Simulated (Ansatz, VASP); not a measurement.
# One calculation of Ni3O, two programs

Contents of INCAR:

```
ALGO = Normal
EDIFF = 1E-6
EDIFFG = -0.01
ENCUT = 600
GGA = PE
IBRION = 2
ISIF = 3
ISMEAR = 0
LASPH = True
LCHARG = False
LREAL = False
LWAVE = False
NELM = 60
NSW = 100
PREC = Accurate
SIGMA = 0.1
```

File KPOINTS:

```
k-points
0
Gamma
  12 12 12
```

The input POSCAR:

```
Ni3O
1.0
    3.7379073185      0.0000000000      0.0000000000
    0.0000000000      3.7379073185      0.0000000000
    0.0000000000      0.0000000000      3.7379073185
Ni O
3 1
Direct
    0.5000000000      0.0000000000      0.0000000000
    0.0000000000      0.5000000000      0.0000000000
    0.0000000000      0.0000000000      0.5000000000
    0.0000000000      0.0000000000      0.0000000000
```

Input for Ansatz:

```yaml
crystal:
  lattice:
    - [3.7379073185, 0.0, 0.0]
    - [0.0, 3.7379073185, 0.0]
    - [0.0, 0.0, 3.7379073185]
  atoms:
    - { symbol: Ni, position: [0.5, 0.0, 0.0] }
    - { symbol: Ni, position: [0.0, 0.5, 0.0] }
    - { symbol: Ni, position: [0.0, 0.0, 0.5] }
    - { symbol: O, position: [0.0, 0.0, 0.0] }
basis:
  ecutwfc: 420
kpoints:
  mp_grid: { grid: [12, 12, 12] }
hamiltonian:
  xc: pbe
scf:
  occupations: { method: gaussian, width: 0.1 }
output:
  forces: true
  stress: true
  eigenvalues: true
  write_density: true
  write_potential: true
  elf: true
  volumetric_format: npy
relax:
  adjacent_minimum: "off"
  f_tol: 0.01
  max_steps: 80
  cell: { stress_tol: 0.05 }
```

Alike in both runs: task relaxation of cell and atoms; functional PBE; k mesh 12 × 12 × 12; occupations gaussian, width 0.1 eV; no spin polarisation.

```csv
,VASP,Ansatz
version,VASP 6.6.1,Ansatz 0.2.0
potentials or method,"VASP PAW PBE potentials, release 64 (Ni, O), cutoff 600 eV","scalar-relativistic, plane waves, PAW"
valence electrons in the cell,36,60
```

Ansatz gave:

| Quantity | Value |
| --- | --- |
| gap on the k mesh at the Fermi level, each at its own relaxed structure (eV) | none |
| relaxed volume (Å³/atom) | 13.06 |
| relaxed length of the cell vector where the two differ most in proportion (Å) | 3.738 |

Estimate VASP's values.

gap on the k mesh at the Fermi level, each at its own relaxed structure (eV): none; relaxed volume (Å³/atom): 13.11; relaxed length of the cell vector where the two differ most in proportion (Å): 3.743.

A gap of «none» marks a metal or a gap that the smearing closes. VASP's potentials hold 36 valence electrons a cell and Ansatz's 60, so a difference there can come from the potentials and not from the codes.
